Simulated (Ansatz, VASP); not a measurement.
Given: the input of a run of Ansatz 0.2.0 on Ta.

input.yaml

```yaml
crystal:
  lattice:
    - [2.8809059017, 0.0, 0.0]
    - [-1.4404529508, 2.4949376968, 0.0]
    - [0.0, 0.0, 5.1315999754]
  atoms:
    - { symbol: Ta, position: [0.3333333333, 0.6666666667, 0.25] }
    - { symbol: Ta, position: [0.6666666667, 0.3333333333, 0.75] }
hamiltonian:
  xc: lda
  pseudopotentials: { kind: paw }
kpoints:
  mp_grid: { grid: [11, 11, 5] }
scf:
  occupations: { method: fermi_dirac, width: 0.05 }
output:
  forces: true
  stress: true
  eigenvalues: true
```

Potentials or basis: Ansatz PAW.

The run is started by

```sh
$ ansatz run input.yaml --threads 2 --pin off --max-ram 5632MiB --backend cpu --events-out ev --progress --plain --runs-dir out
```

Task: Set up the same calculation for VASP 6.6.1. Potentials there: VASP PAW LDA potentials, release 64 (Ta_sv_GW).

Result: As run (the cutoff follows the program's own potentials):

The input INCAR:

```
PREC = Accurate ; ENCUT = 500
EDIFF = 1E-6 ; ISMEAR = -1
SIGMA = 0.05 ; LREAL = False
LASPH = True ; NELM = 120
ALGO = Normal ; ISIF = 2
LWAVE = False ; LCHARG = True
LELF = True ; LVHAR = True
NBANDS = 20 ; GGA_COMPAT = False
```

File KPOINTS:

```
regular mesh
0
Gamma
  11 11 5
```

Contents of POSCAR:

```
Ta
1.0
    2.8809059017      0.0000000000      0.0000000000
   -1.4404529508      2.4949376968      0.0000000000
    0.0000000000      0.0000000000      5.1315999754
Ta
2
Direct
    0.3333333333      0.6666666667      0.2500000000
    0.6666666667      0.3333333333      0.7500000000
```

Potentials or basis: VASP PAW LDA potentials, release 64 (Ta_sv_GW).

The run is started by

```console
$ cat potpaw_LDA.64/Ta_sv_GW/POTCAR > POTCAR
$ mpirun -np 1 vasp_std > vasp.out
```

Both were run:

|  | VASP | Ansatz | Ansatz less VASP |
| --- | --- | --- | --- |
| gap on the k mesh at the Fermi level (eV) | none | none | - |
| pressure (GPa) | -9.0 | -8.5 | +0.48 |
| traceless stress, the component that is largest in VASP (GPa) | 1.83 | 1.80 | -0.031 |

LDA's correlation is that of Perdew and Zunger in VASP and of Perdew and Wang (1992) in Ansatz. A gap of «none» marks a metal or a gap that the smearing closes.

Spin-orbit coupling is off throughout.
